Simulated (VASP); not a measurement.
Set up this calculation in VASP 6.6.1, as the native input.

```
Task                   : single point
Functional             : PBE
Dispersion             : D3(BJ)
Potentials or basis    : VASP PAW PBE potentials, release 64 (C, O, H)
Cutoff                 : 520 eV
k mesh                 : 1 × 1 × 1
Occupations            : fermi-dirac, width 0.05 eV
Spin                   : no spin polarisation
Dipole correction      : no
Further INCAR settings : LREAL = Auto; ALGO = Normal; EDIFF = 1e-06; NBANDS = 74
```

The structure of H5C2O2 lies in POSCAR:

```
H5C2O2
1.0
    7.9370050000      0.0000000000      0.0000000000
    0.0000000000      7.9370050000      0.0000000000
    0.0000000000      0.0000000000      7.9370050000
C O H
8 8 20
Direct
    0.7762751819      0.3209396995     -0.0445760082
    0.9162398159      0.7592536479      0.5380241036
    0.4182686038      0.5172480048      0.5328584271
    0.1584098788      0.5762627087      1.0562422475
    0.1642055158      0.0433412855      0.9755065040
    0.5317622957      0.8481914778      0.1568223782
    0.1926419348      0.1795513547      0.5009950227
    0.7141358737      0.2169710111      0.5326568397
    0.6648603598      0.3430135171      0.0911174933
    1.0860519806      0.7361592943      0.5082647674
    0.5308803510      0.4891265660      0.6365373337
    0.1353659220      0.4994579190      1.1903230501
    0.1014236478      0.0070807565      1.1041444474
    0.5331482089      0.7369404454      0.0483809699
    0.0972407098      0.1854225870      0.6274659018
    0.6785809005      0.0844651100      0.6014737297
    0.7708323228      0.4586742732     -0.0934735458
    0.5720923699      0.4032503444      0.0522489276
    0.8908398067      0.2400275671      0.0004409724
    0.7092347806      0.2272015704     -0.1388559035
    0.8946573676      0.8017255879      0.6628696845
    1.1093227231      0.6232199677      0.4706183252
    0.8514798718      0.8384018909      0.4525888544
    0.8624411853      0.6244672896      0.5683756026
    0.3730626351      0.4537101841      0.4127753479
    0.3591405070      0.6595056952      0.5304267794
    0.0606777997      0.6559023208      0.9988906395
    0.2892652833      0.6034896034      1.0133923312
    0.2234974024      0.1631471821      0.9431265320
    0.1878290363     -0.0543151982      0.8807604380
    0.6450418010      0.9312076785      0.1872494726
    0.4031747492      0.8701393032      0.2149929350
    0.1523118607      0.2102052348      0.3794630342
    0.3257525981      0.1422450912      0.5304519778
    0.8288516890      0.2854729208      0.5859389026
    0.6238625275      0.2771448424      0.4264328925
```

The input as run:

INCAR

```
SYSTEM = H5C2O2
PREC     = Accurate       ! precision mode
ENCUT    = 520            ! plane-wave cutoff, eV
EDIFF    = 1E-6           ! SCF threshold, eV
ISMEAR   = -1             ! smearing method
SIGMA    = 0.05           ! smearing width, eV
LREAL    = Auto         
LASPH    = .TRUE.         ! aspherical terms in the spheres
NELM     = 100            ! most SCF steps
ALGO     = Normal         ! electronic algorithm
ISIF     = 2              ! what is computed and relaxed
LWAVE    = .FALSE.        ! write WAVECAR
LCHARG   = .TRUE.         ! write CHGCAR
GGA      = PE             ! functional
IVDW     = 12             ! dispersion correction
LELF     = .TRUE.         ! ELF
LVHAR    = .TRUE.       
NBANDS   = 74             ! bands
```

KPOINTS

```
Automatic mesh
0
G
  1 1 1
  0 0 0
```

Potentials or basis: VASP PAW PBE potentials, release 64 (C, O, H).

The run is started by

```console
$ cat potpaw_PBE.64/C/POTCAR potpaw_PBE.64/O/POTCAR potpaw_PBE.64/H/POTCAR > POTCAR
$ mpirun -np 1 vasp_gam > vasp.out
```

It gave:

| Property | Result |
| --- | --- |
| Pressure | -0.6 GPa |
| Largest force | 4.695 eV/Å |
| Band gap on the k mesh | 2.14 eV |
| Dispersion energy per atom | -0.035 eV |

Caveat: the k points lie up to 0.79 Å⁻¹ apart; the atoms stand as in a frame of molecular dynamics.

Run time: 37 s on 1 thread of AMD EPYC 9R45 96-Core Processor (Zen 5) (shared host), peak memory 0.4 GiB.
